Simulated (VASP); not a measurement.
A run of VASP 6.6.1 is set up as follows.

File INCAR:

```
ALGO = Normal
EDIFF = 1E-6
ENCUT = 520
GGA = PE
ISIF = 2
ISMEAR = 0
LASPH = T
LCHARG = F
LREAL = F
LWAVE = F
NBANDS = 23
NELM = 80
PREC = Accurate
SIGMA = 0.1
```

Contents of KPOINTS:

```
k-points
0
Gamma
  3 3 4
```

File POSCAR:

```
Si4PI
1.0
    5.8549326900      0.0000000000      0.0000000000
   -2.9274663500      5.0705204500      0.0000000000
    0.0000000000      0.0000000000      4.4926537000
Si P I
4 1 1
Direct
    0.6666666700      0.3333333300      0.0000000000
    0.9963070200      0.4981535100      0.5000000000
    0.5018464900      0.4981535100      0.5000000000
    0.5018464900      0.0036929800      0.5000000000
    0.3333333300      0.6666666700      0.0000000000
    0.0000000000      0.0000000000      0.0000000000
```

Potentials or basis: VASP PAW PBE potentials, release 64 (Si, P, I).

Launch:

```bash
$ cat potpaw_PBE.64/Si/POTCAR potpaw_PBE.64/P/POTCAR potpaw_PBE.64/I/POTCAR > POTCAR
$ mpirun -np 1 vasp_std > vasp.out
```

(1) What does it give for the pressure?

(2) What does it give for the band gap on the k mesh?

(3) Estimate the largest force.

## Answers

(1) -7.6 GPa.

(2) zero (bands 14 and 15 overlap by 1.40 eV).

(3) 0.379 eV/Å.

Caveat: the k points lie up to 0.41 Å⁻¹ apart, too coarse for converged energies and pressures of a metal; spin-orbit coupling is left out, which moves the levels of the heavy elements.
